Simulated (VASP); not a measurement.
# SnO2 in VASP: further runs

SnO2 is run at these levels: PBE; tasks: single point.

Program: VASP 6.6.1. These are calculated values, not measurements. Logs are shortened: lines on timing, memory, paths and dates and some standing lists are left out, and cuts for length are marked.

## (1) The cell of the first run

The cell holds an amorphous packing of atoms, 24 atoms: a = 6.720 Å, b = 6.942 Å, c = 7.044 Å, α = 91.48°, β = 94.19°, γ = 89.14°.

## (2) Single point, PBE

INCAR

```
SYSTEM = SnO2
PREC = Accurate
ENCUT = 520
EDIFF = 1E-7
ISMEAR = -1
SIGMA = 0.1034
LREAL = Auto
LASPH = .TRUE.
NELM = 80
ALGO = Normal
ISIF = 2
LWAVE = .FALSE.
LCHARG = .FALSE.
GGA = PE
ISYM = 0
NBANDS = 122
```

KPOINTS

```
regular mesh
0
G
  1 1 1
  0 0 0
```

POSCAR

```
SnO2
1.0
    6.7155290000      0.0495070000     -0.2513230000
    0.0495070000      6.9412360000     -0.0896220000
   -0.2513230000     -0.0896220000      7.0388050000
Sn O
8 16
Direct
    0.4490293782      0.5818163351      0.5614758406
    0.1987094068      0.2705793124      0.8382692948
    0.7123486552      0.1118508332      0.7201945354
    0.4245161953      0.7072156341      0.0234556524
    1.0362620357      0.9311064263      0.4230732495
    0.4559784637      0.1440895089      0.2461495190
    0.0551936873      0.4101292414      0.2867189879
    0.8967273888      0.6853448234      0.8875437225
    0.3935168961      1.0614511466      0.5555416326
    0.1848140669      0.4367465978      0.5521947446
    0.4687851611      0.7359557463      0.2974232585
    0.3735059087      1.0230711581     -0.0017907431
    0.8422706507      0.8081094077      0.6075450830
    0.2956187162      0.8717721514      0.6121202031
    1.0197159981      0.7052409450      0.2106839425
    0.7415592106      0.2118508570      0.4059178203
    0.5944216022      0.6511539764      0.8309394197
    0.9846630645      0.1657632319      0.6581244270
    0.4964498522      0.3140725649      0.6986514156
    0.1465373514      0.1298497918      0.2470339219
    0.7657509635      0.9540158118     -0.0134796127
    0.1967448124      0.7019996835      0.8473334767
    0.9585740494      0.3826093435      0.9581004049
    0.3449197081      0.3898763619      0.1330117477
```

Potentials or basis: VASP PAW PBE potentials, release 64 (Sn_d, O).

The run is started by

```
$ cat potpaw_PBE.64/Sn_d/POTCAR potpaw_PBE.64/O/POTCAR > POTCAR
$ mpirun -np 1 vasp_gam > vasp.out
```

OUTCAR:

```text
SYSTEM = SnO2
   PREC = Accurate
   ENCUT = 520
   EDIFF = 1E-7
   ISMEAR = -1
   LREAL = Auto
   LASPH = .TRUE.
   NELM = 80
   ISIF = 2
   GGA = PE
   ISYM = 0

 ion  position               nearest neighbor table
   1  0.449  0.582  0.561-  10 2.05  17 2.12  19 2.13  11 2.18  14 2.28  22 2.83   4 3.36   7 3.38
                             2 3.48   8 3.72   6 3.72   5 3.75
   2  0.199  0.271  0.838-  18 1.98  23 2.01  19 2.32  12 2.33  10 2.34  24 2.37   9 2.82   6 3.37
                             7 3.48   1 3.48   3 3.50   8 3.52   4 3.58   3 3.75
   3  0.712  0.112  0.720-  18 1.96  19 2.00  21 2.20  16 2.36   9 2.39  13 2.41   5 3.34   8 3.40
                             2 3.50   6 3.65   2 3.75
   4  0.425  0.707  0.023-  17 1.87  22 1.90  11 1.94  12 2.22  24 2.43   1 3.36   6 3.38   8 3.38
                             2 3.58   8 3.61
   5  0.036  0.931  0.423-  20 2.06  13 2.11  15 2.14  14 2.16  18 2.33   9 2.67  16 2.76   3 3.34
                             7 3.49   6 3.53   7 3.72   1 3.75
   6  0.456  0.144  0.246-  12 1.96  24 2.01  20 2.08  16 2.20   9 2.34   7 3.27   2 3.37   4 3.38
                             5 3.53   3 3.65   1 3.72
   7  0.055  0.410  0.287-  10 2.01  20 2.05  15 2.14  24 2.30  23 2.36  16 2.73   6 3.27   1 3.38
                             2 3.48   5 3.49   8 3.53   5 3.72
   8  0.897  0.685  0.888-  17 2.06  22 2.06  21 2.17  13 2.17  23 2.20  15 2.37   4 3.38   3 3.40
                             2 3.52   7 3.53   4 3.61   1 3.72
   9  0.394  0.061  0.556-  14 1.55   6 2.34   3 2.39   5 2.67   2 2.82
  10  0.185  0.437  0.552-   7 2.01   1 2.05   2 2.34
  11  0.469  0.736  0.297-   4 1.94   1 2.18
  12  0.374  0.023  0.998-   6 1.96   4 2.22   2 2.33
  13  0.842  0.808  0.608-   5 2.11   8 2.17   3 2.41
  14  0.296  0.872  0.612-   9 1.55   5 2.16   1 2.28
  15  0.020  0.705  0.211-   7 2.14   5 2.14   8 2.37
  16  0.742  0.212  0.406-   6 2.20   3 2.36   7 2.73   5 2.76
  17  0.594  0.651  0.831-   4 1.87   8 2.06   1 2.12
  18  0.985  0.166  0.658-   3 1.96   2 1.98   5 2.33
  19  0.496  0.314  0.699-   3 2.00   1 2.13   2 2.32
  20  0.147  0.130  0.247-   7 2.05   5 2.06   6 2.08
  21  0.766  0.954  0.987-   8 2.17   3 2.20
  22  0.197  0.702  0.847-   4 1.90   8 2.06   1 2.83
  23  0.959  0.383  0.958-   2 2.01   8 2.20   7 2.36
  24  0.345  0.390  0.133-   6 2.01   7 2.30   2 2.37   4 2.43

IMPORTANT INFORMATION: All symmetrisations will be switched off!
NOSYMM: (Re-)initialisation of all symmetry stuff for point group C_1.

----------------------------------------------------------------------------------------

                                     Primitive cell

  volume of cell :     327.6000

  direct lattice vectors                    reciprocal lattice vectors
     6.715529000  0.049507000 -0.251323000     0.149114711 -0.000994951  0.005311525
     0.049507000  6.941236000 -0.089622000    -0.000994951  0.144096888  0.001799197
    -0.251323000 -0.089622000  7.038805000     0.005311525  0.001799197  0.142282128

  length of vectors
     6.720412483  6.941991087  7.043860531     0.149212597  0.144111554  0.142392603

  position of ions in fractional coordinates (direct lattice)
     0.449029378  0.581816335  0.561475841
     0.198709407  0.270579312  0.838269295
     0.712348655  0.111850833  0.720194535
     0.424516195  0.707215634  0.023455652
     0.036262036  0.931106426  0.423073249
     0.455978464  0.144089509  0.246149519
[... 16 lines left out ...]
     0.958574049  0.382609344  0.958100405
     0.344919708  0.389876362  0.133011748

  ion indices of the primitive-cell ions
   primitive index   ion index
                 1           1
                 2           2
                 3           3
                 4           4
                 5           5
                 6           6
[... 16 lines left out ...]
                23          23
                24          24

----------------------------------------------------------------------------------------

 KPOINTS: regular mesh

Automatic generation of k-mesh.
 Grid dimensions read from file:
 generate k-points for:    1    1    1

 Generating k-lattice:

  Cartesian coordinates                     Fractional coordinates (reciprocal lattice)
     0.149114711 -0.000994951  0.005311525     1.000000000 -0.000000000  0.000000000
    -0.000994951  0.144096888  0.001799197     0.000000000  1.000000000  0.000000000
     0.005311525  0.001799197  0.142282128     0.000000000  0.000000000  1.000000000

  Length of vectors
     0.149212597  0.144111554  0.142392603

  Shift w.r.t. Gamma in fractional coordinates (k-lattice)
     0.000000000  0.000000000  0.000000000

 Subroutine IBZKPT returns following result:
 ===========================================

 Found      1 irreducible k-points:

 Following reciprocal coordinates:
            Coordinates               Weight
  0.000000  0.000000  0.000000      1.000000
   k-points           NKPTS =      1   k-points in BZ     NKDIM =      1   number of bands    NBANDS=    122
   number of dos      NEDOS =    301   number of ions     NIONS =     24
   total plane-waves  NPLWV = 145800
   dimension x,y,z NGX =    50 NGY =   54 NGZ =   54
   dimension x,y,z NGXF=   100 NGYF=  108 NGZF=  108
   ions per type =               8  16
   NGX,Y,Z   is equivalent  to a cutoff of  12.37, 12.93, 12.74 a.u.
   NGXF,Y,Z  is equivalent  to a cutoff of  24.74, 25.86, 25.49 a.u.
 SYSTEM =  SnO2
   PREC   = accura    normal or accurate (medium, high low for compatibility)
   ISTART =      0    job   : 0-new  1-cont  2-samecut
   ICHARG =      2    charge: 1-file 2-atom 10-const
   ISPIN  =      1    spin polarized calculation?
   LNONCOLLINEAR =      F non collinear calculations
   LSORBIT =      F    spin-orbit coupling
   LASPH  =      T    aspherical Exc in radial PAW
   ENCUT  =  520.0 eV  38.22 Ry    6.18 a.u.  12.50 12.91 13.10*2*pi/ulx,y,z
   NELM   =     80;   NELMIN=  2; NELMDL= -5     # of ELM steps
   EDIFF  = 0.1E-06   stopping-criterion for ELM
   LREAL  =      T    real-space projection
   EDIFFG = 0.1E-05   stopping-criterion for IOM
   NSW    =      0    number of steps for IOM
   IBRION =     -1    ionic relax: 0-MD 1-quasi-New 2-CG
   NFREE  =      0    steps in history (QN), initial steepest desc. (CG)
   ISIF   =      2    stress and relaxation
   ISYM   =      0    0-nonsym 1-usesym 2-fastsym
   POTIM  = 0.5000    time-step for ionic-motion
   TEBEG  =    0.0;   TEEND  =   0.0 temperature during run
   PSTRESS=    0.0 pullay stress
   NELECT =     208.0000    total number of electrons
   NUPDOWN=      -1.0000    fix difference up-down
   EMIN   =  10.00;   EMAX   =-10.00  energy-range for DOS
   EFERMI =   0.00;   METHOD = LEGACY
   ISMEAR =    -1;   SIGMA  =   0.10  broadening in eV -4-tet -1-fermi 0-gaus
   EFERMI_NEDOS =   21; number of points for ismear=-14 and -15
   IALGO  =     38    algorithm
   IMIX   =      4    mixing-type and parameters
     AMIX     =   0.40;   BMIX     =  1.00
     AMIX_MAG =   1.60;   BMIX_MAG =  1.00
  volume/ion in A,a.u.               =      13.65        92.11
  Fermi-wavevector in a.u.,A,eV,Ry     =   1.407067  2.658970 26.937310  1.979836
  Thomas-Fermi vector in A             =   2.529363
   LORBIT       =      0    0 simple, 1 ext, 2 COOP (PROOUT), +10 PAW based schemes
   GGA     = PE    functional components
   LHFCALC =     F    Hartree Fock is set to
   AEXX    =    0.0000 exact exchange contribution
   IVDW    =     0    specifies the selected vdW correction
   LEPSILON=     F    determine dielectric tensor
   LRPA    =     F    only Hartree local field effects (RPA)
 non-spin polarized calculation
  energy-cutoff  :      520.00
  volume of cell :      327.60
 maximum number of plane-waves:      4411
 NGX is ok and might be reduce to    50
   NGX = 25   NGY = 25   NGZ = 27

 number of electron     208.0000028 magnetization

 Free energy of the ion-electron system (eV)
  ---------------------------------------------------
  ext. energy  EPLUGINS =         0.00000000
  ---------------------------------------------------
  free energy    TOTEN  =      -135.63596432 eV

  energy without entropy =     -135.63513279  energy(sigma->0) =     -135.63554855

 E-fermi :   6.2005     XC(G=0): -10.5696

 val. band max:        5.3089833312   @ k =   0.0000   0.0000   0.0000
 cond. band min:       7.0813352101   @ k =   0.0000   0.0000   0.0000
 fundamental gap:      1.7723518790
 Fermi energy:         6.2005455542

 k-point     1 :       0.0000    0.0000    0.0000
  band No.  band energies     occupation
      1     -16.3342      2.00000
      2     -16.2582      2.00000
      3     -16.1950      2.00000
      4     -16.1328      2.00000
      5     -15.9833      2.00000
      6     -15.9365      2.00000
[... 108 lines left out ...]
    115      10.7736      0.00000
    116      11.1889      0.00000
 [bands above 116 left out]

------------------------ aborting loop because EDIFF is reached ----------------------------------------

  FORCE on cell =-STRESS in cart. coord.  units (eV):
  Direction    XX          YY          ZZ          XY          YZ          ZX
  --------------------------------------------------------------------------------------
  -------------------------------------------------------------------------------------
  Total       15.8934563      0.8859261      0.0831854      6.6337616     15.5459010      0.0825583
  in kB       77.7293583      4.3327558      0.4068308     32.4434170     76.0295867      0.4037639
  external PRESSURE =      27.4896483 kB  Pullay stress =       0.0000000 kB

 VOLUME and BASIS-vectors are now :
 -----------------------------------------------------------------------------
  energy-cutoff  :      520.00
  volume of cell :      327.60
      direct lattice vectors                 reciprocal lattice vectors
     6.715529000  0.049507000 -0.251323000     0.149114711 -0.000994951  0.005311525
     0.049507000  6.941236000 -0.089622000    -0.000994951  0.144096888  0.001799197
    -0.251323000 -0.089622000  7.038805000     0.005311525  0.001799197  0.142282128

 POSITION                                       TOTAL-FORCE (eV/Angst)
 -----------------------------------------------------------------------------------
      2.90316      4.01043      3.78712         0.463231      1.267069     -0.686156
      1.13716      1.81286      5.82622         2.568285     -0.657516     -0.221859
      4.60833      0.74710      4.88026        -0.650996     -1.958660      0.726558
      2.87997      4.92786     -0.00497        -1.526698      1.761257      3.399820
      0.18329      6.42691      2.88537        -1.118430     -0.079398      0.525215
      3.00741      1.00067      1.60509         2.361127     -1.152808      1.781945
[... 16 lines left out ...]
      6.21548      2.61737      6.46868        -1.197951      1.549028      1.193101
      2.30219      2.71138      0.81462        -0.346329      1.905513     -0.988108
 -----------------------------------------------------------------------------------
    total drift:                                0.006369     -0.011048     -0.017416

  FREE ENERGIE OF THE ION-ELECTRON SYSTEM (eV)
  ---------------------------------------------------
  free  energy   TOTEN  =      -135.6359643232 eV

  energy  without entropy=     -135.6351327853  energy(sigma->0) =     -135.63554855
```

Run time: 2.6 min. Hardware: 1 thread of Intel Xeon Platinum 8259CL at 2.50GHz (Skylake/Cascade Lake), shared host; peak memory 0.33 GiB.

Results:

| Quantity | Value |
| --- | --- |
| Free energy | -135.6360 eV |
| Pressure | 2.7 GPa |
| Largest force | 4.122 eV/Å |
| Band gap on the k mesh | 1.77 eV |

Forces on the atoms (eV/Å):
```
Sn   0.463  1.267 -0.686
Sn   2.568 -0.658 -0.222
Sn  -0.651 -1.959  0.727
Sn  -1.527  1.761  3.400
Sn  -1.118 -0.079  0.525
Sn   2.361 -1.153  1.782
Sn  -1.305  0.184 -1.314
Sn   1.252  1.841  0.558
O    0.523 -1.866  0.060
O   -0.195  0.941 -0.447
O    0.404  0.311  1.444
O    0.165 -0.326 -1.425
O   -0.378  0.112 -0.214
O    0.289  0.773 -1.585
O   -0.507 -0.630  0.585
O   -1.007 -0.224 -1.518
O    1.763 -1.350 -2.194
O    1.639 -1.326 -0.623
O    0.042  1.625  1.536
O   -1.573 -0.886  1.220
O    0.484 -0.002 -1.408
O   -2.150 -1.813 -0.407
O   -1.198  1.549  1.193
O   -0.346  1.906 -0.988
```

Levels at points of the mesh, in eV from the valence-band top:
| k point | band 100 | band 101 | band 102 | band 103 | band 104 | band 105 | band 106 | band 107 | band 108 | band 109 |
| --- | --- | --- | --- | --- | --- | --- | --- | --- | --- | --- |
| (0.00, 0.00, 0.00) | -0.88 | -0.78 | -0.55 | -0.20 | 0.00 | 1.77 | 2.13 | 2.54 | 2.84 | 3.07 |

Caveat: the k points lie up to 0.94 Å⁻¹ apart; spin-orbit coupling is left out, which moves the levels of the heavy elements.

[end of part 1 of 3]
